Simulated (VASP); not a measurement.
# InPd (Pm-3m) in VASP: relaxation of cell and atoms with PBE

Aim: the relaxation of cell and atoms of InPd with PBE.

Program: VASP 6.6.1. These are calculated values, not measurements. Logs are shortened: lines on timing, memory, paths and dates and some standing lists are left out, and cuts for length are marked.

## (1) The cell of the first run

The structure is cubic, space group Pm-3m (No. 221). Conventional cell: a = 3.305 Å, b = 3.305 Å, c = 3.305 Å, α = 90.00°, β = 90.00°, γ = 90.00°. Within 3.8 Å of In (site symmetry m-3m) lie 8 Pd at 2.86 Å and 6 In at 3.31 Å. Within 3.8 Å of Pd (site symmetry m-3m) lie 8 In at 2.86 Å and 6 Pd at 3.31 Å.

## (2) Relaxation of cell and atoms, PBE

INCAR reads:

```
PREC = Accurate
ENCUT = 600
EDIFF = 1E-6
ISMEAR = 0
SIGMA = 0.1
LREAL = F
LASPH = T
NELM = 100
ALGO = Normal
ISIF = 3
LWAVE = F
LCHARG = F
GGA = PE
IBRION = 2
NSW = 80
EDIFFG = -0.015
```

KPOINTS reads:

```
Automatic mesh
0
Gamma
  9 9 6
```

POSCAR reads:

```
InPd
1.0
    0.0000000000     -3.3052635960      3.3052635960
   -3.3052635960      3.3052635960      0.0000000000
   -3.3052635960     -3.3052635960     -3.3052635960
In Pd
3 3
Direct
    0.6666666667      0.3333333333      0.6666666667
    0.3333333333      0.6666666667      0.3333333333
    0.0000000000      0.0000000000      0.0000000000
    0.6666666667      0.3333333333      0.1666666667
    0.3333333333      0.6666666667      0.8333333333
    0.0000000000      0.0000000000      0.5000000000
```

Potentials or basis: VASP PAW PBE potentials, release 64 (In_d, Pd).

The run is started by

```console
$ cat potpaw_PBE.64/In_d/POTCAR potpaw_PBE.64/Pd/POTCAR > POTCAR
$ mpirun -np 1 vasp_std > vasp.out
```

OUTCAR:

```text
PREC = Accurate
   ENCUT = 600
   EDIFF = 1E-6
   ISMEAR = 0
   LREAL = F
   LASPH = T
   NELM = 100
   ISIF = 3
   GGA = PE
   IBRION = 2
   NSW = 80
   EDIFFG = -0.015

 ion  position               nearest neighbor table
   1  0.667  0.333  0.667-   5 2.86   5 2.86   6 2.86   4 2.86   4 2.86   6 2.86   6 2.86   5 2.86
                             3 3.31   3 3.31   3 3.31   2 3.31   2 3.31   2 3.31
   2  0.333  0.667  0.333-   4 2.86   4 2.86   6 2.86   5 2.86   5 2.86   6 2.86   6 2.86   4 2.86
                             3 3.31   3 3.31   3 3.31   1 3.31   1 3.31   1 3.31
   3  0.000  0.000  0.000-   4 2.86   5 2.86   6 2.86   6 2.86   5 2.86   4 2.86   4 2.86   5 2.86
                             1 3.31   2 3.31   1 3.31   2 3.31   2 3.31   1 3.31
   4  0.667  0.333  0.167-   2 2.86   2 2.86   3 2.86   1 2.86   1 2.86   3 2.86   3 2.86   2 2.86
                             6 3.31   6 3.31   6 3.31   5 3.31   5 3.31   5 3.31
   5  0.333  0.667  0.833-   1 2.86   1 2.86   3 2.86   2 2.86   2 2.86   3 2.86   3 2.86   1 2.86
                             6 3.31   6 3.31   6 3.31   4 3.31   4 3.31   4 3.31
   6  0.000  0.000  0.500-   1 2.86   2 2.86   3 2.86   3 2.86   2 2.86   1 2.86   1 2.86   2 2.86
                             5 3.31   4 3.31   4 3.31   4 3.31   5 3.31   5 3.31

  LATTYP: Found a hexagonal cell.
 ALAT       =     4.6743486047
 C/A-ratio  =     1.2247448714

  Lattice vectors:

 A1 = (   0.0000000000,  -3.3052635960,   3.3052635960)
 A2 = (  -3.3052635960,   3.3052635960,   0.0000000000)
 A3 = (  -3.3052635960,  -3.3052635960,  -3.3052635960)

Analysis of symmetry for initial positions (statically):
=====================================================================
 Subroutine PRICEL returns following result:

  LATTYP: Found a simple cubic cell.
 ALAT       =     3.3052635957

  Lattice vectors:

 A1 = (  -0.0000000000,  -3.3052635957,   0.0000000000)
 A2 = (  -3.3052635960,   0.0000000003,   0.0000000000)
 A3 = (   0.0000000000,  -0.0000000007,  -3.3052635960)

   3 primitive cells build up your supercell.

 Routine SETGRP: Setting up the symmetry group for a
 hexagonal supercell.

 Subroutine GETGRP returns: Found 12 space group operations
 (whereof 12 operations were pure point group operations)
 out of a pool of 24 trial point group operations.

The static configuration has the point symmetry D_3d.

Analysis of symmetry for dynamics (positions and initial velocities):
=====================================================================
 Subroutine PRICEL returns following result:

  LATTYP: Found a simple cubic cell.
 ALAT       =     3.3052635957

  Lattice vectors:

 A1 = (  -0.0000000000,  -3.3052635957,   0.0000000000)
 A2 = (  -3.3052635960,   0.0000000003,   0.0000000000)
 A3 = (   0.0000000000,  -0.0000000007,  -3.3052635960)

   3 primitive cells build up your supercell.

 Routine SETGRP: Setting up the symmetry group for a
 hexagonal supercell.

 Subroutine GETGRP returns: Found 12 space group operations
 (whereof 12 operations were pure point group operations)
 out of a pool of 24 trial point group operations.

The dynamic configuration has the point symmetry D_3d.

 Subroutine INISYM returns: Found 12 space group operations
 (whereof 12 operations are pure point group operations),
 and found     3 'primitive' translations

----------------------------------------------------------------------------------------

                                     Primitive cell

  volume of cell :      36.1092

  direct lattice vectors                    reciprocal lattice vectors
    -0.000000000 -3.305263596  0.000000000    -0.000000000 -0.302547731  0.000000000
    -3.305263596  0.000000000  0.000000000    -0.302547731  0.000000000 -0.000000000
[... 94 lines left out ...]
   TEBEG  =    0.0;   TEEND  =   0.0 temperature during run
   PSTRESS=    0.0 pullay stress
   NELECT =      69.0000    total number of electrons
   NUPDOWN=      -1.0000    fix difference up-down
   EMIN   =  10.00;   EMAX   =-10.00  energy-range for DOS
   EFERMI =   0.00;   METHOD = LEGACY
   ISMEAR =     0;   SIGMA  =   0.10  broadening in eV -4-tet -1-fermi 0-gaus
   EFERMI_NEDOS =   21; number of points for ismear=-14 and -15
   IALGO  =     38    algorithm
   IMIX   =      4    mixing-type and parameters
     AMIX     =   0.40;   BMIX     =  1.00
     AMIX_MAG =   1.60;   BMIX_MAG =  1.00
  volume/ion in A,a.u.               =      18.05       121.84
  Fermi-wavevector in a.u.,A,eV,Ry     =   1.408569  2.661809 26.994851  1.984066
  Thomas-Fermi vector in A             =   2.530713
   LORBIT       =      0    0 simple, 1 ext, 2 COOP (PROOUT), +10 PAW based schemes
   GGA     = PE    functional components
   LHFCALC =     F    Hartree Fock is set to
   AEXX    =    0.0000 exact exchange contribution
   IVDW    =     0    specifies the selected vdW correction
   LEPSILON=     F    determine dielectric tensor
   LRPA    =     F    only Hartree local field effects (RPA)
 conjugate gradient relaxation of ions
 non-spin polarized calculation
 Gauss-broadening in eV      SIGMA  =   0.10
  energy-cutoff  :      600.00
  volume of cell :      108.33
 maximum number of plane-waves:      3646
 NGX is ok and might be reduce to    40
   NGX = 19   NGY = 19   NGZ = 23

--------------------------------------- Ionic step        1  -------------------------------------------

 number of electron      69.0000001 magnetization

 Free energy of the ion-electron system (eV)
  ---------------------------------------------------
  ext. energy  EPLUGINS =         0.00000000
  ---------------------------------------------------
  free energy    TOTEN  =       -26.23451948 eV

  energy without entropy =      -26.22228630  energy(sigma->0) =      -26.22840289

------------------------ aborting loop because EDIFF is reached ----------------------------------------

  FORCE on cell =-STRESS in cart. coord.  units (eV):
  Direction    XX          YY          ZZ          XY          YZ          ZX
  --------------------------------------------------------------------------------------
  -------------------------------------------------------------------------------------
  Total        0.0685125      0.0685125      0.0685125      0.1254940      0.1254940      0.1254940
  in kB        1.0133059      1.0133059      1.0133059      1.8560681      1.8560681      1.8560681
  external PRESSURE =       1.0133059 kB  Pullay stress =       0.0000000 kB

 VOLUME and BASIS-vectors are now :
 -----------------------------------------------------------------------------
  energy-cutoff  :      600.00
  volume of cell :      108.33
      direct lattice vectors                 reciprocal lattice vectors
     0.000000000 -3.305263596  3.305263596    -0.100849244 -0.100849244  0.201698487
    -3.305263596  3.305263596  0.000000000    -0.201698487  0.100849244  0.100849244
    -3.305263596 -3.305263596 -3.305263596    -0.100849244 -0.100849244 -0.100849244

 POSITION                                       TOTAL-FORCE (eV/Angst)
 -----------------------------------------------------------------------------------
     -3.30526     -3.30526      0.00000         0.000000     -0.000000      0.000000
     -3.30526      0.00000      0.00000        -0.000000      0.000000     -0.000000
      0.00000      0.00000      0.00000        -0.000000     -0.000000     -0.000000
     -1.65263     -1.65263      1.65263         0.000000     -0.000000      0.000000
     -4.95790     -1.65263     -1.65263        -0.000000      0.000000     -0.000000
     -1.65263     -1.65263     -1.65263         0.000000     -0.000000      0.000000
 -----------------------------------------------------------------------------------
    total drift:                                0.000000     -0.000000      0.000000

  FREE ENERGIE OF THE ION-ELECTRON SYSTEM (eV)
  ---------------------------------------------------
  free  energy   TOTEN  =       -26.2345194763 eV

  energy  without entropy=      -26.2222863020  energy(sigma->0) =      -26.22840289

--------------------------------------- Ionic step        2  -------------------------------------------

 number of electron      68.9999999 magnetization

 Free energy of the ion-electron system (eV)
  ---------------------------------------------------
  ext. energy  EPLUGINS =         0.00000000
  ---------------------------------------------------
  free energy    TOTEN  =       -26.23510776 eV

  energy without entropy =      -26.22284681  energy(sigma->0) =      -26.22897729

 E-fermi :  10.0188     XC(G=0): -12.0497

 val. band max:       10.0136139492   @ k =   0.1111   0.1111   0.1667
 cond. band min:      10.0933236280   @ k =   0.1111   0.1111   0.1667
 fundamental gap:      0.0797096788
 Fermi energy:        10.0187778466

 k-point     1 :       0.0000    0.0000    0.0000
  band No.  band energies     occupation
      1      -4.8780      2.00000
      2      -4.8780      2.00000
      3      -4.7201      2.00000
      4      -4.7201      2.00000
      5      -4.6909      2.00000
      6      -4.6909      2.00000
[... 1045 lines left out ...]
     40      14.6572      0.00000
     41      14.8990      0.00000

 [... further k-points ...]
[... 5 lines left out ...]
  --------------------------------------------------------------------------------------
  -------------------------------------------------------------------------------------
  Total       -0.0514925     -0.0514925     -0.0514925      0.0641265      0.0641265      0.0641265
  in kB       -0.7603242     -0.7603242     -0.7603242      0.9468739      0.9468739      0.9468739
  external PRESSURE =      -0.7603242 kB  Pullay stress =       0.0000000 kB

 VOLUME and BASIS-vectors are now :
 -----------------------------------------------------------------------------
  energy-cutoff  :      600.00
  volume of cell :      108.51
      direct lattice vectors                 reciprocal lattice vectors
     0.000000000 -3.303749268  3.303749268    -0.100895469 -0.100895469  0.201790939
    -3.303749268  3.303749268 -0.000000000    -0.201790939  0.100895469  0.100895469
    -3.313754569 -3.313754569 -3.313754569    -0.100590833 -0.100590833 -0.100590833

 POSITION                                       TOTAL-FORCE (eV/Angst)
 -----------------------------------------------------------------------------------
     -3.31042     -3.31042     -0.00667        -0.000000     -0.000000     -0.000000
     -3.30708     -0.00334     -0.00334        -0.000000     -0.000000     -0.000000
     -3.30375      3.30375     -0.00000        -0.000000      0.000000     -0.000000
     -1.65354     -1.65354      1.65021         0.000000     -0.000000      0.000000
     -4.96396     -1.66021     -1.66021        -0.000000      0.000000     -0.000000
     -4.96063      1.64687     -1.65688         0.000000     -0.000000      0.000000
 -----------------------------------------------------------------------------------
    total drift:                                0.000000     -0.000000      0.000000

  FREE ENERGIE OF THE ION-ELECTRON SYSTEM (eV)
  ---------------------------------------------------
  free  energy   TOTEN  =       -26.2351077638 eV

  energy  without entropy=      -26.2228468128  energy(sigma->0) =      -26.22897729

 reached required accuracy - stopping structural energy minimisation
```

Run time: 4.2 min. Hardware: 1 thread of Intel Xeon 6975P-C (Granite Rapids), shared host; peak memory 0.45 GiB.

Results:

```
Free energy                           : -26.2351 eV
Relaxed volume                        : 18.08 Å³/atom
Relaxed cell                          : a = 4.672 Å, b = 4.672 Å, c = 5.740 Å, α = 90.00°, β = 90.00°, γ = 120.00°
Space group after relaxing (to 0.1 Å) : Pm-3m (No. 221)
Energy gained by relaxing             : 0.1 meV/atom
Ionic steps                           : 2
Pressure after relaxing               : -0.1 GPa
Band gap on the k mesh                : zero (an odd number of electrons rules out a gap without spin polarisation)
```

Step by step:
```
step  energy change (eV)  largest force (eV/Å)  pressure (GPa)  volume (Å³)
   1              0.0000                0.0000            0.10       108.33
   2             -0.0006                0.0000           -0.08       108.51
```

Final structure:
```cif
data_structure
_symmetry_space_group_name_H-M 'P 1'
_symmetry_Int_Tables_number 1
_cell_length_a 4.6722
_cell_length_b 4.6722
_cell_length_c 5.7396
_cell_angle_alpha 90.000
_cell_angle_beta 90.000
_cell_angle_gamma 120.000
_cell_volume 108.51
loop_
_atom_site_label
_atom_site_type_symbol
_atom_site_fract_x
_atom_site_fract_y
_atom_site_fract_z
_atom_site_occupancy
In1 In 0.66667 0.33333 0.66667 1
In2 In 0.33333 0.66667 0.33333 1
In3 In 0.00000 0.00000 0.00000 1
Pd1 Pd 0.66667 0.33333 0.16667 1
Pd2 Pd 0.33333 0.66667 0.83333 1
Pd3 Pd 0.00000 0.00000 0.50000 1
```

Caveat: spin-orbit coupling is left out, which moves the levels of the heavy elements.

The gap in the log of VASP goes by the Fermi energy; the results here count the filled bands.